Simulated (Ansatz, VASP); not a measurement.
**Ge in VASP and in Ansatz**

```xyz
3
Lattice="-2.7720 2.7720 3.4306 2.7720 -2.7720 3.4306 2.7720 2.7720 -3.4306" Properties=species:S:1:pos:R:3 pbc="T T T"
Ge    0.0000    0.0000    1.1936
Ge    0.0000    0.0000    5.6676
Ge    0.0000    0.0000    3.4306
```

Alike in both runs: task relaxation of cell and atoms; functional PBE; k mesh 4 × 4 × 4; occupations gaussian, width 0.1 eV; no spin polarisation.

|  | VASP | Ansatz |
| --- | --- | --- |
| version | VASP 6.6.1 | Ansatz 0.2.0 |
| potentials or method | VASP PAW PBE potentials, release 64 (Ge_d), cutoff 600 eV | scalar-relativistic, plane waves, PAW |
| valence electrons in the cell | 42 | 42 |

```tsv
	VASP	Ansatz	Ansatz less VASP
gap on the k mesh at the Fermi level, each at its own relaxed structure (eV)	none	none	-
relaxed volume (Å³/atom)	19.60	19.59	-0.009
relaxed cell length with the largest relative difference (Å)	4.979	4.978	-0.0007
```

A gap of «none» marks a metal or a gap that the smearing closes.

The k mesh is coarse, so the values compare programs but aren't converged. Noted on VASP's run: the volume moved by over 15 % at a fixed basis, so the end points are rough.
